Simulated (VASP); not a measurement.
Input of a VASP 6.6.1 run:

The input INCAR:

```
SYSTEM = CuI
  ALGO = Normal
  EDIFF = 1E-6
  ENCUT = 520
  ISIF = 2
  ISMEAR = 0
  LASPH = .TRUE.
  LCHARG = .FALSE.
  LREAL = .FALSE.
  LWAVE = .FALSE.
  NBANDS = 16
  NELM = 80
  PREC = Accurate
  SIGMA = 0.01
```

KPOINTS

```
k-points
0
G
  6 6 6
  0 0 0
```

Contents of POSCAR:

```
CuI
1.0
    2.9602986192      2.9602986192      0.0000000000
   -2.9602986192      2.9602986192      0.0000000000
    0.0000000000      2.9602986192      2.9134027995
Cu I
1 1
Direct
    0.7500000000      0.2500000000      0.5000000000
    0.0000000000      0.0000000000      0.0000000000
```

Potentials or basis: VASP PAW LDA potentials, release 64 (Cu, I).

The run is started by

```bash
$ cat potpaw_LDA.64/Cu/POTCAR potpaw_LDA.64/I/POTCAR > POTCAR
$ mpirun -np 1 vasp_std > vasp.out
```

Q: Estimate the band gap on the k mesh.

A: 1.22 eV, direct.

Q: Predict the pressure.

A: -0.5 GPa.

Stress tensor (GPa, compression positive):
```
-0.63  0.00  0.00
 0.00 -0.63  0.00
 0.00  0.00 -0.30
```

Caveat: the cell differs from its parent crystal (in-plane strain +0.01); spin-orbit coupling is left out, which moves the levels of the heavy elements.
